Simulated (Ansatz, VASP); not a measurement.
## SiSn5: VASP beside Ansatz

```xyz
12
Lattice="4.5687 0.0000 0.0000 -2.2844 3.9566 0.0000 0.0000 0.0000 22.5033" Properties=species:S:1:pos:R:3 pbc="T T T"
Si    0.0000    2.6378    0.2876
Si    2.2844    1.3189   22.2157
Sn    0.0000    2.6378    2.9217
Sn    2.2844    1.3189   19.5816
Sn    0.0000    0.0000   18.5439
Sn    0.0000    0.0000   15.6804
Sn    0.0000    0.0000    3.9594
Sn    0.0000    0.0000    6.8229
Sn    2.2844    1.3189    7.8640
Sn    2.2844    1.3189   10.7308
Sn    0.0000    2.6378   14.6392
Sn    0.0000    2.6378   11.7725
```

Alike in both runs: functional PBE; k mesh 12 × 12 × 2; occupations gaussian, width 0.1 eV; no spin polarisation.

Ansatz relaxed the structure, and its values are those at the end. VASP's run is a single point on that final structure, the one shown.

|  | VASP | Ansatz |
| --- | --- | --- |
| version | VASP 6.6.1 | Ansatz 0.2.0 |
| potentials or method | VASP PAW PBE potentials, release 64 (Si, Sn_d), cutoff 520 eV | scalar-relativistic, plane waves, PAW |
| valence electrons in the cell | 148 | 148 |

|  | VASP | Ansatz | Ansatz less VASP |
| --- | --- | --- | --- |
| gap on the k mesh at the Fermi level (eV) | none | none | - |
| pressure (GPa) | -0.1 | 0.0 | +0.05 |

A gap of «none» marks a metal or a gap that the smearing closes.
